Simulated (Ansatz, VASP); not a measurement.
**Si3C: VASP beside Ansatz**

```
CELL_PARAMETERS angstrom
2.88765 0.00000 0.00000
-1.44382 2.50078 0.00000
0.00000 0.00000 6.65328
ATOMIC_POSITIONS crystal
Si 0.33333 0.66667 0.81684
Si 0.33333 0.66667 0.18316
Si 0.66667 0.33333 0.50000
C 0.66667 0.33333 0.00000
```

Alike in both runs: functional PBE; k mesh 18 × 18 × 6; occupations gaussian, width 0.1 eV; no spin polarisation.

Ansatz relaxed the structure, and its values are those at the end. VASP's run is a single point on that final structure, the one shown.

|  | VASP | Ansatz |
| --- | --- | --- |
| version | VASP 6.6.1 | Ansatz 0.2.0 |
| potentials or method | VASP PAW PBE potentials, release 64 (Si, C), cutoff 520 eV | scalar-relativistic, plane waves, PAW |
| valence electrons in the cell | 16 | 16 |

VASP gave:

| Item | Value |
| --- | --- |
| gap on the k mesh at the Fermi level (eV) | none |
| pressure (GPa) | 0.0 |
| rms of the force components (eV/Å) | 0.006 |

Question: What did Ansatz give for the same quantities?

Answer: gap on the k mesh at the Fermi level (eV): none; pressure (GPa): 0.0; rms of the force components (eV/Å): 0.000.

A gap of «none» marks a metal or a gap that the smearing closes.
